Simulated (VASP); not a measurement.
A run of VASP 6.6.1 is set up as follows.

INCAR

```
PREC     = Accurate       # precision mode
ENCUT    = 500            # plane-wave cutoff, eV
EDIFF    = 1E-6           # SCF threshold, eV
ISMEAR   = 0              # smearing method
SIGMA    = 0.1            # smearing width, eV
LREAL    = False          # projectors in reciprocal space
LASPH    = True           # aspherical terms in the spheres
NELM     = 120            # most SCF steps
ALGO     = Normal         # electronic algorithm
ISIF     = 2              # what is computed and relaxed
LWAVE    = False          # write WAVECAR
LCHARG   = False          # write CHGCAR
GGA      = PS             # functional
NBANDS   = 12             # bands
GGA_COMPAT= False
```

The input KPOINTS:

```
Automatic mesh
0
Gamma
  8 8 8
```

POSCAR

```
Ga
1.0
    0.0000000000      1.8358446170      1.8358446170
    1.8358446170      0.0000000000      1.8358446170
    1.8358446170      1.8358446170      0.0000000000
Ga
1
Direct
    0.0000000000      0.0000000000      0.0000000000
```

Potentials or basis: VASP PAW PBE potentials, release 64 (Ga_d).

Run with:

```bash
$ cat potpaw_PBE.64/Ga_d/POTCAR > POTCAR
$ mpirun -np 1 vasp_std > vasp.out
```

(1) Estimate the pressure.

Results:

(1) 49.7 GPa.

Caveat: the k points lie up to 0.37 Å⁻¹ apart; the PAW data sets were made with another functional, which shifts forces and pressure a little.
